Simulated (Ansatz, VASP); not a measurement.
Given: the input of a run of VASP 6.6.1 on TePb.

File INCAR:

```
SYSTEM = TePb
PREC = Accurate
ENCUT = 500
EDIFF = 1E-6
ISMEAR = -1
SIGMA = 0.05
LREAL = .FALSE.
LASPH = .TRUE.
NELM = 200
ALGO = Normal
ISIF = 2
LWAVE = .FALSE.
LCHARG = .FALSE.
MAGMOM = 0 0 0 0 0 0
LORBIT = 11
LSORBIT = .TRUE.
GGA_COMPAT = .FALSE.
LORBMOM = .TRUE.
GGA = PS
NBANDS = 32
```

The input KPOINTS:

```
regular mesh
0
G
  7 7 7
  0 0 0
```

File POSCAR:

```
TePb
1.0
    0.0000000000      3.1650427173      3.1650427173
    3.1650427173      0.0000000000      3.1650427173
    3.1650427173      3.1650427173      0.0000000000
Pb Te
1 1
Direct
    0.0000000000      0.0000000000      0.0000000000
    0.5000000000      0.5000000000      0.5000000000
```

Potentials or basis: VASP PAW PBE potentials, release 64 (Pb_d, Te).

Launch:

```sh
$ cat potpaw_PBE.64/Pb_d/POTCAR potpaw_PBE.64/Te/POTCAR > POTCAR
$ mpirun -np 1 vasp_ncl > vasp.out
```

Task: Translate it to Ansatz 0.2.0. Potentials there: Ansatz PAW.

Result: As run (the cutoff follows the program's own potentials):

File input.yaml:

```yaml
crystal:
  lattice:
    - [0.0, 3.1650427173, 3.1650427173]
    - [3.1650427173, 0.0, 3.1650427173]
    - [3.1650427173, 3.1650427173, 0.0]
  atoms:
    - { symbol: Pb, position: [0.0, 0.0, 0.0] }
    - { symbol: Te, position: [0.5, 0.5, 0.5] }
hamiltonian:
  xc: pbesol
  pseudopotentials: { kind: paw_fr }
magnetization:
  noncollinear: true
  spin_orbit: true
kpoints:
  mp_grid: { grid: [7, 7, 7] }
scf:
  occupations: { method: fermi_dirac, width: 0.05 }
output:
  forces: true
  stress: true
  eigenvalues: true
```

Potentials or basis: Ansatz PAW.

Launch:

```sh
$ ansatz run input.yaml --threads 2 --pin off --max-ram 5120MiB --backend cpu --events-out ev --progress --plain --runs-dir out
```

Both were run:

|  | VASP | Ansatz | Ansatz less VASP |
| --- | --- | --- | --- |
| pressure (GPa) | 2.4 | 2.2 | -0.17 |
| net moment per atom (μB) | 0.00 | 0.00 | 0.000 |

VASP's potentials were made for PBE, not for PBEsol. VASP's potentials hold 20 valence electrons a cell and Ansatz's 30, so a difference there can come from the potentials and not from the codes.
